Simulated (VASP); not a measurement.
A run of VASP 6.6.1 is set up as follows.

Contents of INCAR:

```
PREC     = Accurate       # precision mode
ENCUT    = 520            # plane-wave cutoff, eV
EDIFF    = 1E-6           # SCF threshold, eV
ISMEAR   = -1             # smearing method
SIGMA    = 0.08           # smearing width, eV
LREAL    = False          # projectors in reciprocal space
LASPH    = True           # aspherical terms in the spheres
NELM     = 60             # most SCF steps
ALGO     = Normal         # electronic algorithm
ISIF     = 2              # what is computed and relaxed
LWAVE    = False          # write WAVECAR
LCHARG   = False          # write CHGCAR
GGA      = PS             # functional
NBANDS   = 21             # bands
```

KPOINTS

```
regular mesh
0
Gamma
  14 14 14
```

POSCAR

```
Ge
1.0
    0.0000000000      2.6123986305      2.6123986305
    2.6123986305      0.0000000000      2.6123986305
    2.6123986305      2.6123986305      0.0000000000
Ge
2
Direct
    0.5000000000      0.5000000000      0.5000000000
    0.7500000000      0.7500000000      0.7500000000
```

Potentials or basis: VASP PAW PBE potentials, release 64 (Ge_d).

Command:

```sh
$ cat potpaw_PBE.64/Ge_d/POTCAR > POTCAR
$ mpirun -np 1 vasp_std > vasp.out
```

Predict the pressure.

30.1 GPa.

Estimate the band gap on the k mesh.

0.07 eV, indirect (least direct gap 2.35 eV).

Caveat: the PAW data sets were made with another functional, which shifts forces and pressure a little. A k mesh can miss the band edges.
